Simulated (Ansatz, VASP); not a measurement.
# RbTlS: VASP beside Ansatz

```
Rb Tl S
1.0
     5.07410    0.00000    0.00000
    -2.53705    4.39430    0.00000
     0.00000    0.00000    4.74792
Rb Tl S
1 1 1
Direct
  0.33333 0.66667 0.50000
  0.00000 0.00000 0.00000
  0.66667 0.33333 0.00000
```

Alike in both runs: functional PBE; k mesh 3 × 3 × 3; occupations gaussian, width 0.15 eV; no spin polarisation.

Ansatz relaxed the structure, and its values are those at the end. VASP's run is a single point on that final structure, the one shown.

|  | VASP | Ansatz |
| --- | --- | --- |
| version | VASP 6.6.1 | Ansatz 0.2.0 |
| potentials or method | VASP PAW PBE potentials, release 64 (Rb_sv, Tl_d, S), cutoff 500 eV | scalar-relativistic, plane waves, PAW |
| valence electrons in the cell | 28 | 28 |

```tsv
	VASP	Ansatz	Ansatz less VASP
gap on the k mesh at the Fermi level (eV)	0.64	0.64	+0.001
least direct gap on the mesh (eV)	0.64	0.64	+0.001
pressure (GPa)	0.5	0.5	+0.02
```

The k mesh is coarse, so the values compare programs but aren't converged. Neither program's run includes spin-orbit coupling.
